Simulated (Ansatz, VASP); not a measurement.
## Two plane-wave programs on Si

File INCAR:

```
SYSTEM = Si
PREC = Accurate
ENCUT = 520
EDIFF = 1E-6
ISMEAR = 0
SIGMA = 0.03
LREAL = .False.
LASPH = .True.
NELM = 100
ALGO = Normal
ISIF = 2
LWAVE = .False.
LCHARG = .True.
GGA = CA
LELF = .True.
LVHAR = .True.
NBANDS = 16
```

File KPOINTS:

```
Automatic mesh
0
Gamma
  10 10 10
  0 0 0
```

Contents of POSCAR:

```
Si
1.0
   -3.3010168807      3.3010168807      1.9082539665
    3.3010168807     -3.3010168807      1.9082539665
    3.3010168807      3.3010168807     -1.9082539665
Si
4
Direct
    0.1697573290      0.1788454376      0.3486027666
    0.8120664538      0.8211545624      0.6332210162
    0.1879335462      0.8211545624      0.0090881086
    0.8302426710      0.1788454376      0.0090881086
```

Input for Ansatz:

```yaml
crystal:
  lattice:
    - [-3.3010168807, 3.3010168807, 1.9082539665]
    - [3.3010168807, -3.3010168807, 1.9082539665]
    - [3.3010168807, 3.3010168807, -1.9082539665]
  atoms:
    - { symbol: Si, position: [0.169757329, 0.1788454376, 0.3486027666] }
    - { symbol: Si, position: [0.8120664538, 0.8211545624, 0.6332210162] }
    - { symbol: Si, position: [0.1879335462, 0.8211545624, 0.0090881086] }
    - { symbol: Si, position: [0.830242671, 0.1788454376, 0.0090881086] }
basis:
  ecutwfc: 420
kpoints:
  mp_grid: { grid: [10, 10, 10] }
hamiltonian:
  xc: lda
  pseudopotentials: { kind: paw, azcp: { folder: soft_1 } }
scf:
  occupations: { method: gaussian, width: 0.03 }
output:
  forces: true
  stress: true
  eigenvalues: true
```

Change from the starting cell: mode 7 frozen in at -0.060 Å and mode 10 at +0.000 Å (largest displacements).

Alike in both runs: task single point; functional LDA; k mesh 10 × 10 × 10; occupations gaussian, width 0.03 eV; no spin polarisation.

```csv
,VASP,Ansatz
version,VASP 6.6.1,Ansatz 0.2.0
potentials or method,"VASP PAW LDA potentials, release 64 (Si), cutoff 520 eV","scalar-relativistic, plane waves, PAW"
valence electrons in the cell,16,16
```

```tsv
	VASP	Ansatz	Ansatz less VASP
gap on the k mesh at the Fermi level (eV)	0.16	0.16	+0.006
least direct gap on the mesh (eV)	0.29	0.30	+0.004
pressure (GPa)	0.6	0.5	-0.05
traceless stress, the component that is largest in VASP (GPa)	1.23	1.22	-0.007
rms of the force components (eV/Å)	0.601	0.600	-0.0010
```

Ansatz warns that its potentials were made for another functional, while VASP's fit it. LDA's correlation is that of Perdew and Zunger in VASP and of Perdew and Wang (1992) in Ansatz. Atom by atom the forces differ by 0.002 eV/Å (rms over components).
